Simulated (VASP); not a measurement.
# NaH6 (Pm-3m) in VASP: further runs

Runs on NaH6. Level: PBE. Tasks: single point, relaxation of cell and atoms.

Program: VASP 6.6.1. These are calculated values, not measurements. Logs are shortened: lines on timing, memory, paths and dates and some standing lists are left out, and cuts for length are marked.

### Step 1. The cell of the first run

It takes space group Pm-3m (No. 221, cubic). The conventional cell has a = 3.835 Å, b = 3.835 Å, c = 3.835 Å, α = 90.00°, β = 90.00°, γ = 90.00°. Within 3.6 Å of Na (site symmetry m-3m) lie 24 H at 2.74 Å. H (site symmetry 4mm) has 1 H at 0.84 Å within 1.1 Å.

The cell was built from a structure type or drawn by symmetry, and may not be a known phase.

### Step 2. Single point, PBE

Contents of INCAR:

```
SYSTEM = NaH6
PREC     = Accurate       ! precision mode
ENCUT    = 500            ! plane-wave cutoff, eV
EDIFF    = 1E-6           ! SCF threshold, eV
ISMEAR   = 0              ! smearing method
SIGMA    = 0.1            ! smearing width, eV
LREAL    = .False.        ! projectors in reciprocal space
LASPH    = .True.         ! aspherical terms in the spheres
NELM     = 120            ! most SCF steps
ALGO     = Normal         ! electronic algorithm
ISIF     = 2              ! what is computed and relaxed
LWAVE    = .False.        ! write WAVECAR
LCHARG   = .False.        ! write CHGCAR
GGA      = PE             ! functional
NBANDS   = 16             ! bands
GGA_COMPAT= .False.
```

Contents of KPOINTS:

```
regular mesh
0
Gamma
  4 4 4
  0 0 0
```

Contents of POSCAR:

```
NaH6
1.0
    3.8345357177      0.0000000000      0.0000000000
    0.0000000000      3.8345357177      0.0000000000
    0.0000000000      0.0000000000      3.8345357177
Na H
1 6
Direct
    0.0000000000      0.0000000000      0.0000000000
    0.1097853453      0.5000000000      0.5000000000
    0.5000000000      0.1097853453      0.5000000000
    0.8902146547      0.5000000000      0.5000000000
    0.5000000000      0.8902146547      0.5000000000
    0.5000000000      0.5000000000      0.1097853453
    0.5000000000      0.5000000000      0.8902146547
```

Potentials or basis: VASP PAW PBE potentials, release 64 (Na_pv, H).

Command:

```sh
$ cat potpaw_PBE.64/Na_pv/POTCAR potpaw_PBE.64/H/POTCAR > POTCAR
$ mpirun -np 1 vasp_std > vasp.out
```

OUTCAR:

```text
SYSTEM = NaH6
   PREC = Accurate
   ENCUT = 500
   EDIFF = 1E-6
   ISMEAR = 0
   LREAL = .False.
   LASPH = .True.
   NELM = 120
   ISIF = 2
   GGA = PE

 ion  position               nearest neighbor table
   1  0.000  0.000  0.000-
   2  0.110  0.500  0.500-   4 0.84
   3  0.500  0.110  0.500-   5 0.84
   4  0.890  0.500  0.500-   2 0.84
   5  0.500  0.890  0.500-   3 0.84
   6  0.500  0.500  0.110-   7 0.84
   7  0.500  0.500  0.890-   6 0.84

  LATTYP: Found a simple cubic cell.
 ALAT       =     3.8345357177

  Lattice vectors:

 A1 = (   3.8345357177,   0.0000000000,   0.0000000000)
 A2 = (   0.0000000000,   3.8345357177,   0.0000000000)
 A3 = (   0.0000000000,   0.0000000000,   3.8345357177)

Analysis of symmetry for initial positions (statically):
=====================================================================
 Subroutine PRICEL returns:
 Original cell was already a primitive cell.

 Routine SETGRP: Setting up the symmetry group for a
 simple cubic supercell.

 Subroutine GETGRP returns: Found 48 space group operations
 (whereof 48 operations were pure point group operations)
 out of a pool of 48 trial point group operations.

The static configuration has the point symmetry O_h .

Analysis of symmetry for dynamics (positions and initial velocities):
=====================================================================
 Subroutine PRICEL returns:
 Original cell was already a primitive cell.

 Routine SETGRP: Setting up the symmetry group for a
 simple cubic supercell.

 Subroutine GETGRP returns: Found 48 space group operations
 (whereof 48 operations were pure point group operations)
 out of a pool of 48 trial point group operations.

The dynamic configuration has the point symmetry O_h .

 Subroutine INISYM returns: Found 48 space group operations
 (whereof 48 operations are pure point group operations),
 and found     1 'primitive' translations

----------------------------------------------------------------------------------------

                                     Primitive cell

  volume of cell :      56.3817

  direct lattice vectors                    reciprocal lattice vectors
     3.834535718  0.000000000  0.000000000     0.260787765  0.000000000  0.000000000
     0.000000000  3.834535718  0.000000000     0.000000000  0.260787765  0.000000000
     0.000000000  0.000000000  3.834535718     0.000000000  0.000000000  0.260787765

  length of vectors
     3.834535718  3.834535718  3.834535718     0.260787765  0.260787765  0.260787765

  position of ions in fractional coordinates (direct lattice)
     0.000000000  0.000000000  0.000000000
     0.109785345  0.500000000  0.500000000
     0.500000000  0.109785345  0.500000000
     0.890214655  0.500000000  0.500000000
     0.500000000  0.890214655  0.500000000
     0.500000000  0.500000000  0.109785345
     0.500000000  0.500000000  0.890214655

  ion indices of the primitive-cell ions
   primitive index   ion index
                 1           1
                 2           2
                 3           3
                 4           4
                 5           5
                 6           6
                 7           7

----------------------------------------------------------------------------------------

 KPOINTS: regular mesh

Automatic generation of k-mesh.
 Grid dimensions read from file:
 generate k-points for:    4    4    4

 Generating k-lattice:

  Cartesian coordinates                     Fractional coordinates (reciprocal lattice)
     0.065196941  0.000000000  0.000000000     0.250000000  0.000000000  0.000000000
     0.000000000  0.065196941  0.000000000     0.000000000  0.250000000  0.000000000
     0.000000000  0.000000000  0.065196941     0.000000000  0.000000000  0.250000000

  Length of vectors
     0.065196941  0.065196941  0.065196941

  Shift w.r.t. Gamma in fractional coordinates (k-lattice)
     0.000000000  0.000000000  0.000000000

 Subroutine IBZKPT returns following result:
 ===========================================

 Found     10 irreducible k-points:

 Following reciprocal coordinates:
            Coordinates               Weight
  0.000000  0.000000  0.000000      1.000000
  0.250000  0.000000  0.000000      6.000000
  0.500000  0.000000  0.000000      3.000000
  0.250000  0.250000  0.000000     12.000000
  0.500000  0.250000  0.000000     12.000000
  0.500000  0.500000  0.000000      3.000000
  0.250000  0.250000  0.250000      8.000000
  0.500000  0.250000  0.250000     12.000000
  0.500000  0.500000  0.250000      6.000000
  0.500000  0.500000  0.500000      1.000000
   k-points           NKPTS =     10   k-points in BZ     NKDIM =     10   number of bands    NBANDS=     16
   number of dos      NEDOS =    301   number of ions     NIONS =      7
   total plane-waves  NPLWV =  21952
   dimension x,y,z NGX =    28 NGY =   28 NGZ =   28
   dimension x,y,z NGXF=    56 NGYF=   56 NGZF=   56
   ions per type =               1   6
   NGX,Y,Z   is equivalent  to a cutoff of  12.14, 12.14, 12.14 a.u.
   NGXF,Y,Z  is equivalent  to a cutoff of  24.28, 24.28, 24.28 a.u.
 SYSTEM =  NaH6
   PREC   = accura    normal or accurate (medium, high low for compatibility)
   ISTART =      0    job   : 0-new  1-cont  2-samecut
   ICHARG =      2    charge: 1-file 2-atom 10-const
   ISPIN  =      1    spin polarized calculation?
   LNONCOLLINEAR =      F non collinear calculations
   LSORBIT =      F    spin-orbit coupling
   LASPH  =      T    aspherical Exc in radial PAW
   ENCUT  =  500.0 eV  36.75 Ry    6.06 a.u.   6.99  6.99  6.99*2*pi/ulx,y,z
   NELM   =    120;   NELMIN=  2; NELMDL= -5     # of ELM steps
   EDIFF  = 0.1E-05   stopping-criterion for ELM
   LREAL  =      F    real-space projection
   EDIFFG = 0.1E-04   stopping-criterion for IOM
   NSW    =      0    number of steps for IOM
   IBRION =     -1    ionic relax: 0-MD 1-quasi-New 2-CG
   NFREE  =      0    steps in history (QN), initial steepest desc. (CG)
   ISIF   =      2    stress and relaxation
   ISYM   =      2    0-nonsym 1-usesym 2-fastsym
   POTIM  = 0.5000    time-step for ionic-motion
   TEBEG  =    0.0;   TEEND  =   0.0 temperature during run
   PSTRESS=    0.0 pullay stress
   NELECT =      13.0000    total number of electrons
   NUPDOWN=      -1.0000    fix difference up-down
   EMIN   =  10.00;   EMAX   =-10.00  energy-range for DOS
   EFERMI =   0.00;   METHOD = LEGACY
   ISMEAR =     0;   SIGMA  =   0.10  broadening in eV -4-tet -1-fermi 0-gaus
   EFERMI_NEDOS =   21; number of points for ismear=-14 and -15
   IALGO  =     38    algorithm
   IMIX   =      4    mixing-type and parameters
     AMIX     =   0.40;   BMIX     =  1.00
     AMIX_MAG =   1.60;   BMIX_MAG =  1.00
  volume/ion in A,a.u.               =       8.05        54.35
  Fermi-wavevector in a.u.,A,eV,Ry     =   1.003868  1.897035 13.711277  1.007750
  Thomas-Fermi vector in A             =   2.136447
   LORBIT       =      0    0 simple, 1 ext, 2 COOP (PROOUT), +10 PAW based schemes
   GGA     = PE    functional components
   LHFCALC =     F    Hartree Fock is set to
   AEXX    =    0.0000 exact exchange contribution
   IVDW    =     0    specifies the selected vdW correction
   LEPSILON=     F    determine dielectric tensor
   LRPA    =     F    only Hartree local field effects (RPA)
 non-spin polarized calculation
 Gauss-broadening in eV      SIGMA  =   0.10
  energy-cutoff  :      500.00
  volume of cell :       56.38
 maximum number of plane-waves:      1472
 NGX is ok and might be reduce to    28
   NGX = 13   NGY = 13   NGZ = 13

 number of electron      12.9999999 magnetization

 Free energy of the ion-electron system (eV)
  ---------------------------------------------------
  ext. energy  EPLUGINS =         0.00000000
  ---------------------------------------------------
  free energy    TOTEN  =       -20.23799024 eV

  energy without entropy =      -20.23046411  energy(sigma->0) =      -20.23422718

 E-fermi :   2.6640     XC(G=0):  -7.8178

 val. band max:        2.1952779290   @ k =   0.5000   0.5000   0.0000
 cond. band min:       2.7482385175   @ k =   0.2500   0.2500   0.0000
 fundamental gap:      0.5529605885
 Fermi energy:         2.6640315803

 k-point     1 :       0.0000    0.0000    0.0000
  band No.  band energies     occupation
      1     -24.5988      2.00000
      2     -24.5988      2.00000
      3     -24.5988      2.00000
      4      -9.5404      2.00000
      5      -4.7708      2.00000
      6      -4.7708      2.00000
[... 8 lines left out ...]
     15      12.5837      0.00000
     16      12.9447      0.00000

 k-point     2 :       0.2500    0.0000    0.0000
  band No.  band energies     occupation
      1     -24.6068      2.00000
      2     -24.5982      2.00000
      3     -24.5982      2.00000
      4      -9.0852      2.00000
      5      -5.6337      2.00000
      6      -4.6901      2.00000
[... 8 lines left out ...]
     15      13.1174      0.00000
     16      13.6442      0.00000

 k-point     3 :       0.5000    0.0000    0.0000
  band No.  band energies     occupation
      1     -24.6147      2.00000
      2     -24.5975      2.00000
      3     -24.5975      2.00000
      4      -8.2644      2.00000
      5      -6.8317      2.00000
      6      -4.6055      2.00000
[... 8 lines left out ...]
     15      13.9278      0.00000
     16      13.9278      0.00000
[... 96 lines left out ...]
 k-point     9 :       0.5000    0.5000    0.2500
  band No.  band energies     occupation
      1     -24.6110      2.00000
      2     -24.6110      2.00000
      3     -24.6031      2.00000
      4      -6.5523      2.00000
      5      -6.3489      2.00000
      6      -6.3489      2.00000
[... 8 lines left out ...]
     15      12.8211      0.00000
     16      16.4668      0.00000

 k-point    10 :       0.5000    0.5000    0.5000
  band No.  band energies     occupation
      1     -24.6099      2.00000
      2     -24.6099      2.00000
      3     -24.6099      2.00000
      4      -6.2302      2.00000
      5      -6.2302      2.00000
      6      -6.2302      2.00000
[... 8 lines left out ...]
     15      14.7241      0.00000
     16      14.7241      0.00000

------------------------ aborting loop because EDIFF is reached ----------------------------------------

  FORCE on cell =-STRESS in cart. coord.  units (eV):
  Direction    XX          YY          ZZ          XY          YZ          ZX
  --------------------------------------------------------------------------------------
  -------------------------------------------------------------------------------------
  Total       -0.0820927     -0.0820927     -0.0820927      0.0000000     -0.0000000      0.0000000
  in kB       -2.3327950     -2.3327950     -2.3327950      0.0000000     -0.0000000      0.0000000
  external PRESSURE =      -2.3327950 kB  Pullay stress =       0.0000000 kB

 VOLUME and BASIS-vectors are now :
 -----------------------------------------------------------------------------
  energy-cutoff  :      500.00
  volume of cell :       56.38
      direct lattice vectors                 reciprocal lattice vectors
     3.834535718  0.000000000  0.000000000     0.260787765  0.000000000  0.000000000
     0.000000000  3.834535718  0.000000000     0.000000000  0.260787765  0.000000000
     0.000000000  0.000000000  3.834535718     0.000000000  0.000000000  0.260787765

 POSITION                                       TOTAL-FORCE (eV/Angst)
 -----------------------------------------------------------------------------------
      0.00000      0.00000      0.00000         0.000000     -0.000000     -0.000000
      0.42098      1.91727      1.91727        -0.009236      0.000000     -0.000000
      1.91727      0.42098      1.91727         0.000000     -0.009236     -0.000000
      3.41356      1.91727      1.91727         0.009236     -0.000000     -0.000000
      1.91727      3.41356      1.91727         0.000000      0.009236     -0.000000
      1.91727      1.91727      0.42098         0.000000      0.000000     -0.009236
      1.91727      1.91727      3.41356        -0.000000     -0.000000      0.009236
 -----------------------------------------------------------------------------------
    total drift:                               -0.000000     -0.000000     -0.000000

  FREE ENERGIE OF THE ION-ELECTRON SYSTEM (eV)
  ---------------------------------------------------
  free  energy   TOTEN  =       -20.2379902415 eV

  energy  without entropy=      -20.2304641137  energy(sigma->0) =      -20.23422718
```

It took 13 s on 1 thread of Intel Xeon 8259CL, shared host; peak memory 0.15 GiB.

What came out:

```
Free energy            : -20.2380 eV
Pressure               : -0.2 GPa
Largest force          : 0.009 eV/Å
Band gap on the k mesh : zero (an odd number of electrons rules out a gap without spin polarisation)
```

Forces on the atoms (eV/Å):
```
Na   0.000  0.000  0.000
H   -0.009  0.000  0.000
H    0.000 -0.009  0.000
H    0.009  0.000  0.000
H    0.000  0.009  0.000
H    0.000  0.000 -0.009
H    0.000  0.000  0.009
```

Caveat: the k points lie up to 0.41 Å⁻¹ apart, too coarse for converged energies and pressures of a metal.

### Step 3. Single point, PBE

This run uses another cell than the first one, of 9.76 Å³/atom.

Contents of INCAR:

```
SYSTEM = NaH6
PREC = Accurate
ENCUT = 500
EDIFF = 1E-6
ISMEAR = 0
SIGMA = 0.1
LREAL = .False.
LASPH = .True.
NELM = 120
ALGO = Normal
ISIF = 2
LWAVE = .False.
LCHARG = .True.
GGA = PE
LELF = .True.
LVHAR = .True.
NBANDS = 16
GGA_COMPAT = .False.
```

Contents of KPOINTS:

```
Automatic mesh
0
Gamma
  4 4 4
  0 0 0
```

Contents of POSCAR:

```
NaH6
1.0
    4.0881611800      0.0000000000      0.0000000000
    0.0000000000      4.0881611800      0.0000000000
    0.0000000000      0.0000000000      4.0881611800
Na H
1 6
Direct
    0.0000000000      0.0000000000      0.0000000000
    0.2070000000      0.5000000000      0.5000000000
    0.5000000000      0.2070000000      0.5000000000
    0.7930000000      0.5000000000      0.5000000000
    0.5000000000      0.7930000000      0.5000000000
    0.5000000000      0.5000000000      0.2070000000
    0.5000000000      0.5000000000      0.7930000000
```

Potentials or basis: VASP PAW PBE potentials, release 64 (Na_pv, H).

Command:

```sh
$ cat potpaw_PBE.64/Na_pv/POTCAR potpaw_PBE.64/H/POTCAR > POTCAR
$ mpirun -np 1 vasp_std > vasp.out
```

It took 16 s on 1 thread of Intel Xeon 8259CL, shared host; peak memory 0.16 GiB.

Results (log left out):

```
Free energy            : -15.7558 eV
Pressure               : -11.3 GPa
Largest force          : 0.999 eV/Å
Band gap on the k mesh : zero (an odd number of electrons rules out a gap without spin polarisation)
```

Forces in eV/Å, atoms in the order of the input:
```
Na   0.000  0.000  0.000
H   -0.999  0.000  0.000
H    0.000 -0.999  0.000
H    0.999  0.000  0.000
H    0.000  0.999  0.000
H    0.000  0.000 -0.999
H    0.000  0.000  0.999
```

Levels at points of the mesh, in eV from the Fermi level:
| k point | band 2 | band 3 | band 4 | band 5 | band 6 | band 7 | band 8 | band 9 | band 10 | band 11 |
| --- | --- | --- | --- | --- | --- | --- | --- | --- | --- | --- |
| (0.00, 0.00, 0.00) | -25.02 | -25.02 | -9.25 | -0.71 | -0.71 | -0.09 | -0.09 | -0.09 | 2.66 | 9.15 |
| (0.50, 0.00, 0.00) | -25.02 | -25.02 | -8.42 | -4.71 | -0.42 | 0.23 | 0.23 | 2.61 | 4.32 | 7.35 |
| (0.50, 0.50, 0.00) | -25.03 | -25.02 | -7.56 | -4.22 | -4.22 | 0.52 | 1.43 | 1.88 | 6.44 | 6.60 |
| (0.50, 0.50, 0.50) | -25.03 | -25.03 | -6.49 | -3.88 | -3.88 | -3.88 | 3.30 | 3.30 | 3.30 | 5.54 |

Caveat: the k points lie up to 0.38 Å⁻¹ apart, too coarse for converged energies and pressures of a metal.

[end of part 1 of 2]
